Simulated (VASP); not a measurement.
# Ti (I4/mmm) in VASP: further runs

Ti is run at these levels: LDA; tasks: single point.

Program: VASP 6.6.1. These are calculated values, not measurements. Logs are shortened: lines on timing, memory, paths and dates and some standing lists are left out, and cuts for length are marked.

## Step 1: The cell of the first run

It takes space group I4/mmm (No. 139, tetragonal). Conventional cell: a = 3.380 Å, b = 3.380 Å, c = 3.282 Å, α = 90.00°, β = 90.00°, γ = 90.00°. Ti (site symmetry 4/mmm) has 14 Ti at 2.90 to 3.38 Å within 3.8 Å.

## Step 2: Single point, LDA (strain +0.030 along x and y, +0.000 along z)

File INCAR:

```
SYSTEM = Ti
ALGO     = Fast           ! electronic algorithm
EDIFF    = 1E-6           ! SCF threshold, eV
ENCUT    = 520            ! plane-wave cutoff, eV
GGA      = CA             ! functional
ISIF     = 2              ! what is computed and relaxed
ISMEAR   = 0              ! smearing method
LASPH    = .True.         ! aspherical terms in the spheres
LCHARG   = .True.         ! write CHGCAR
LELF     = .True.         ! ELF
LREAL    = .False.        ! projectors in reciprocal space
LVHAR    = .True.       
LWAVE    = .False.        ! write WAVECAR
NBANDS   = 12             ! bands
NELM     = 100            ! most SCF steps
PREC     = Accurate       ! precision mode
SIGMA    = 0.15           ! smearing width, eV
```

File KPOINTS:

```
k-points
0
Gamma
  20 20 20
  0 0 0
```

File POSCAR:

```
Ti
1.0
   -1.6902300000      1.6902300000      1.6410000000
    1.6902300000     -1.6902300000      1.6410000000
    1.6902300000      1.6902300000     -1.6410000000
Ti
1
Direct
    0.0000000000      0.0000000000      0.0000000000
```

Potentials or basis: VASP PAW LDA potentials, release 64 (Ti_sv).

Started as:

```sh
$ cat potpaw_LDA.64/Ti_sv/POTCAR > POTCAR
$ mpirun -np 1 vasp_std > vasp.out
```

OUTCAR:

```text
SYSTEM = Ti
   EDIFF = 1E-6
   ENCUT = 520
   GGA = CA
   ISIF = 2
   ISMEAR = 0
   LASPH = .True.
   LREAL = .False.
   NELM = 100
   PREC = Accurate

 ion  position               nearest neighbor table
   1  0.000  0.000  0.000-

  LATTYP: Found a body centered tetragonal cell.
 ALAT       =     3.3804600000
 C/A-ratio  =     0.9708737864

  Lattice vectors:

 A1 = (  -1.6902300000,   1.6902300000,   1.6410000000)
 A2 = (   1.6902300000,  -1.6902300000,   1.6410000000)
 A3 = (   1.6902300000,   1.6902300000,  -1.6410000000)

Analysis of symmetry for initial positions (statically):
=====================================================================
 Subroutine PRICEL returns:
 Original cell was already a primitive cell.

 Routine SETGRP: Setting up the symmetry group for a
 body centered tetragonal supercell.

 Subroutine GETGRP returns: Found 16 space group operations
 (whereof 16 operations were pure point group operations)
 out of a pool of 16 trial point group operations.

The static configuration has the point symmetry D_4h.

Analysis of symmetry for dynamics (positions and initial velocities):
=====================================================================
 Subroutine PRICEL returns:
 Original cell was already a primitive cell.

 Routine SETGRP: Setting up the symmetry group for a
 body centered tetragonal supercell.

 Subroutine GETGRP returns: Found 16 space group operations
 (whereof 16 operations were pure point group operations)
 out of a pool of 16 trial point group operations.

The dynamic configuration has the point symmetry D_4h.

 Subroutine INISYM returns: Found 16 space group operations
 (whereof 16 operations are pure point group operations),
 and found     1 'primitive' translations

----------------------------------------------------------------------------------------

                                     Primitive cell

  volume of cell :      18.7525

  direct lattice vectors                    reciprocal lattice vectors
    -1.690230000  1.690230000  1.641000000     0.000000000  0.295817729  0.304692261
     1.690230000 -1.690230000  1.641000000     0.295817729  0.000000000  0.304692261
     1.690230000  1.690230000 -1.641000000     0.295817729  0.295817729  0.000000000

  length of vectors
     2.899419926  2.899419926  2.899419926     0.424671052  0.424671052  0.418349444

  position of ions in fractional coordinates (direct lattice)
     0.000000000  0.000000000  0.000000000

  ion indices of the primitive-cell ions
   primitive index   ion index
                 1           1

----------------------------------------------------------------------------------------

 KPOINTS: k-points

Automatic generation of k-mesh.
 Grid dimensions read from file:
 generate k-points for:   20   20   20

 Generating k-lattice:

  Cartesian coordinates                     Fractional coordinates (reciprocal lattice)
     0.000000000  0.014790886  0.015234613     0.050000000  0.000000000 -0.000000000
     0.014790886  0.000000000  0.015234613     0.000000000  0.050000000 -0.000000000
     0.014790886  0.014790886  0.000000000     0.000000000  0.000000000  0.050000000

  Length of vectors
     0.021233553  0.021233553  0.020917472

  Shift w.r.t. Gamma in fractional coordinates (k-lattice)
     0.000000000  0.000000000  0.000000000

 Subroutine IBZKPT returns following result:
 ===========================================

 Found    641 irreducible k-points:

 Following reciprocal coordinates:
            Coordinates               Weight
  0.000000  0.000000  0.000000      1.000000
  0.050000 -0.000000  0.000000      8.000000
  0.100000  0.000000  0.000000      8.000000
  0.150000 -0.000000  0.000000      8.000000
  0.200000  0.000000  0.000000      8.000000
  0.250000 -0.000000  0.000000      8.000000
[... 16 lines left out ...]
 -0.400000  0.050000  0.000000     16.000000
 -0.350000  0.050000  0.000000     16.000000
 [... further k-points ...]
   k-points           NKPTS =    641   k-points in BZ     NKDIM =    641   number of bands    NBANDS=     12
   number of dos      NEDOS =    301   number of ions     NIONS =      1
   total plane-waves  NPLWV =  13824
   dimension x,y,z NGX =    24 NGY =   24 NGZ =   24
   dimension x,y,z NGXF=    48 NGYF=   48 NGZF=   48
   ions per type =               1
   NGX,Y,Z   is equivalent  to a cutoff of  13.76, 13.76, 13.76 a.u.
   NGXF,Y,Z  is equivalent  to a cutoff of  27.52, 27.52, 27.52 a.u.
 SYSTEM =  Ti
   PREC   = accura    normal or accurate (medium, high low for compatibility)
   ISTART =      0    job   : 0-new  1-cont  2-samecut
   ICHARG =      2    charge: 1-file 2-atom 10-const
   ISPIN  =      1    spin polarized calculation?
   LNONCOLLINEAR =      F non collinear calculations
   LSORBIT =      F    spin-orbit coupling
   LASPH  =      T    aspherical Exc in radial PAW
   ENCUT  =  520.0 eV  38.22 Ry    6.18 a.u.   5.39  5.39  5.39*2*pi/ulx,y,z
   NELM   =    100;   NELMIN=  2; NELMDL= -5     # of ELM steps
   EDIFF  = 0.1E-05   stopping-criterion for ELM
   LREAL  =      F    real-space projection
   EDIFFG = 0.1E-04   stopping-criterion for IOM
   NSW    =      0    number of steps for IOM
   IBRION =     -1    ionic relax: 0-MD 1-quasi-New 2-CG
   NFREE  =      0    steps in history (QN), initial steepest desc. (CG)
   ISIF   =      2    stress and relaxation
   ISYM   =      2    0-nonsym 1-usesym 2-fastsym
   POTIM  = 0.5000    time-step for ionic-motion
   TEBEG  =    0.0;   TEEND  =   0.0 temperature during run
   PSTRESS=    0.0 pullay stress
   NELECT =      12.0000    total number of electrons
   NUPDOWN=      -1.0000    fix difference up-down
   EMIN   =  10.00;   EMAX   =-10.00  energy-range for DOS
   EFERMI =   0.00;   METHOD = LEGACY
   ISMEAR =     0;   SIGMA  =   0.15  broadening in eV -4-tet -1-fermi 0-gaus
   EFERMI_NEDOS =   21; number of points for ismear=-14 and -15
   IALGO  =     68    algorithm
   IMIX   =      4    mixing-type and parameters
     AMIX     =   0.40;   BMIX     =  1.00
     AMIX_MAG =   1.60;   BMIX_MAG =  1.00
  volume/ion in A,a.u.               =      18.75       126.55
  Fermi-wavevector in a.u.,A,eV,Ry     =   1.410745  2.665921 27.078335  1.990201
  Thomas-Fermi vector in A             =   2.532667
   LORBIT       =      0    0 simple, 1 ext, 2 COOP (PROOUT), +10 PAW based schemes
   GGA     = CA    functional components
   LHFCALC =     F    Hartree Fock is set to
   AEXX    =    0.0000 exact exchange contribution
   IVDW    =     0    specifies the selected vdW correction
   LEPSILON=     F    determine dielectric tensor
   LRPA    =     F    only Hartree local field effects (RPA)
 non-spin polarized calculation
 RMM-DIIS sequential band-by-band and
 Gauss-broadening in eV      SIGMA  =   0.15
  energy-cutoff  :      520.00
  volume of cell :       18.75
 maximum number of plane-waves:       521
 NGX is ok and might be reduce to    24
   NGX = 11   NGY = 11   NGZ = 11

 number of electron      12.0000002 magnetization

 Free energy of the ion-electron system (eV)
  ---------------------------------------------------
  ext. energy  EPLUGINS =         0.00000000
  ---------------------------------------------------
  free energy    TOTEN  =        -8.31954859 eV

  energy without entropy =       -8.29020300  energy(sigma->0) =       -8.30487579

 E-fermi :   7.0755     XC(G=0): -11.4184

 val. band max:        7.0748201380   @ k =  -0.2500   0.3000   0.2000
 cond. band min:       7.0761341847   @ k =  -0.3000   0.3500   0.1000
 fundamental gap:      0.0013140466
 Fermi energy:         7.0754691842

 k-point     1 :       0.0000    0.0000    0.0000
  band No.  band energies     occupation
      1     -48.9060      2.00000
      2     -25.2155      2.00000
      3     -25.2127      2.00000
      4     -25.2127      2.00000
      5       1.3695      2.00000
      6       7.8286      0.00000
      7       8.0196      0.00000
      8       8.0196      0.00000
      9       9.4474      0.00000
     10       9.6697      0.00000
     11      23.8652      0.00000
     12      23.8652      0.00000

 k-point     2 :       0.0500   -0.0000    0.0000
  band No.  band energies     occupation
      1     -48.9035      2.00000
      2     -25.2280      2.00000
      3     -25.2172      2.00000
      4     -25.2141      2.00000
      5       1.4505      2.00000
      6       7.8306      0.00000
      7       8.0094      0.00000
      8       8.0381      0.00000
      9       9.4412      0.00000
     10       9.6392      0.00000
     11      23.7919      0.00000
     12      23.9332      0.00000

 k-point     3 :       0.1000    0.0000    0.0000
  band No.  band energies     occupation
      1     -48.8962      2.00000
      2     -25.2676      2.00000
      3     -25.2299      2.00000
      4     -25.2148      2.00000
      5       1.6894      2.00000
      6       7.7652      0.00000
      7       7.9680      0.00000
      8       8.1682      0.00000
      9       9.4111      0.00000
     10       9.5837      0.00000
     11      23.4373      0.00000
     12      24.0621      0.00000
[... 286 lines left out ...]
 k-point    23 :      -0.4000    0.0500    0.0000
  band No.  band energies     occupation
      1     -48.8178      2.00000
      2     -25.6750      2.00000
      3     -25.3669      2.00000
      4     -25.2254      2.00000
      5       4.5143      2.00000
      6       6.8109      1.98737
      7       7.4646      0.00024
      8       9.5303      0.00000
      9       9.8107      0.00000
     10      10.4415      0.00000
     11      16.8475      0.00000
     12      20.4878      0.00000

 k-point    24 :      -0.3500    0.0500    0.0000
  band No.  band energies     occupation
      1     -48.8307      2.00000
      2     -25.6100      2.00000
      3     -25.3438      2.00000
      4     -25.2241      2.00000
      5       4.0798      2.00000
      6       6.9574      1.73437
      7       7.3420      0.01197
      8       9.4483      0.00000
      9       9.7375      0.00000
     10       9.9967      0.00000
     11      18.1346      0.00000
     12      21.0355      0.00000

 [... further k-points ...]
[... 5 lines left out ...]
  --------------------------------------------------------------------------------------
  -------------------------------------------------------------------------------------
  Total       -1.7338883     -1.7338883     -1.8308213      0.0000000      0.0000000      0.0000000
  in kB     -148.1397208   -148.1397208   -156.4214679      0.0000000      0.0000000      0.0000000
  external PRESSURE =    -150.9003032 kB  Pullay stress =       0.0000000 kB

 VOLUME and BASIS-vectors are now :
 -----------------------------------------------------------------------------
  energy-cutoff  :      520.00
  volume of cell :       18.75
      direct lattice vectors                 reciprocal lattice vectors
    -1.690230000  1.690230000  1.641000000     0.000000000  0.295817729  0.304692261
     1.690230000 -1.690230000  1.641000000     0.295817729  0.000000000  0.304692261
     1.690230000  1.690230000 -1.641000000     0.295817729  0.295817729  0.000000000

 POSITION                                       TOTAL-FORCE (eV/Angst)
 -----------------------------------------------------------------------------------
      0.00000      0.00000      0.00000        -0.000000     -0.000000     -0.000000
 -----------------------------------------------------------------------------------
    total drift:                                0.000000      0.000000      0.000000

  FREE ENERGIE OF THE ION-ELECTRON SYSTEM (eV)
  ---------------------------------------------------
  free  energy   TOTEN  =        -8.3195485888 eV

  energy  without entropy=       -8.2902029977  energy(sigma->0) =       -8.30487579
```

Wall time 2.3 min (1 thread of Intel Xeon Platinum 8259CL at 2.50GHz (Skylake/Cascade Lake), shared host); peak memory 0.24 GiB.

What came out:

* Free energy: -8.3195 eV
* Pressure: -15.1 GPa
* Band gap on the k mesh: zero (band 6 reaches 7.94 eV, above the bottom of band 7 at 6.48 eV)

Levels at points of the mesh, in eV from the Fermi level:
```tsv
k point	band 4	band 5	band 6	band 7	band 8	band 9
(0.00, 0.00, 0.00)	-32.29	-5.71	0.75	0.94	0.94	2.37
(0.50, 0.00, 0.00)	-32.30	-2.27	-0.44	1.10	2.49	2.84
(0.50, 0.50, 0.00)	-32.28	-2.28	-0.21	0.91	2.31	2.71
(0.50, 0.50, 0.50)	-32.65	-1.90	-1.83	3.52	3.52	3.58
```

Caveat: the cell differs from its parent crystal (strain +0.030 along x and y, +0.000 along z).

## Step 3: Single point, LDA (strain +0.015 along x and y, +0.030 along z)

File INCAR:

```
SYSTEM = Ti
PREC     = Accurate       ! precision mode
ENCUT    = 520            ! plane-wave cutoff, eV
EDIFF    = 1E-6           ! SCF threshold, eV
ISMEAR   = 0              ! smearing method
SIGMA    = 0.15           ! smearing width, eV
LREAL    = .False.        ! projectors in reciprocal space
LASPH    = .True.         ! aspherical terms in the spheres
NELM     = 80             ! most SCF steps
ALGO     = Fast           ! electronic algorithm
ISIF     = 2              ! what is computed and relaxed
LWAVE    = .False.        ! write WAVECAR
LCHARG   = .False.        ! write CHGCAR
GGA      = CA             ! functional
NBANDS   = 12             ! bands
```

File KPOINTS:

```
regular mesh
0
Gamma
  20 20 20
  0 0 0
```

File POSCAR:

```
Ti
1.0
   -1.6656150000      1.6656150000      1.6902300000
    1.6656150000     -1.6656150000      1.6902300000
    1.6656150000      1.6656150000     -1.6902300000
Ti
1
Direct
    0.0000000000      0.0000000000      0.0000000000
```

Potentials or basis: VASP PAW LDA potentials, release 64 (Ti_sv).

Started as:

```sh
$ cat potpaw_LDA.64/Ti_sv/POTCAR > POTCAR
$ mpirun -np 1 vasp_std > vasp.out
```

It took 2.2 min on 1 thread of Intel Xeon Platinum 8259CL at 2.50GHz (Skylake/Cascade Lake), shared host; peak memory 0.25 GiB.

It converged, with:

```
Free energy            : -8.3184 eV
Pressure               : -15.1 GPa
Band gap on the k mesh : zero (band 6 reaches 7.93 eV, above the bottom of band 7 at 6.48 eV)
```

Stress tensor (GPa, compression positive):
```
-15.22   0.00   0.00
  0.00 -15.22   0.00
  0.00   0.00 -14.87
```

Levels at points of the mesh, in eV from the Fermi level:
```csv
k point,band 4,band 5,band 6,band 7,band 8,band 9
"(0.00, 0.00, 0.00)",-32.29,-5.70,0.85,0.85,0.94,2.44
"(0.50, 0.00, 0.00)",-32.29,-2.27,-0.32,1.00,2.42,2.77
"(0.50, 0.50, 0.00)",-32.29,-2.27,-0.44,1.09,2.53,2.81
"(0.50, 0.50, 0.50)",-32.66,-1.88,-1.84,3.53,3.55,3.55
```

Caveat: the cell differs from its parent crystal (strain +0.015 along x and y, +0.030 along z).
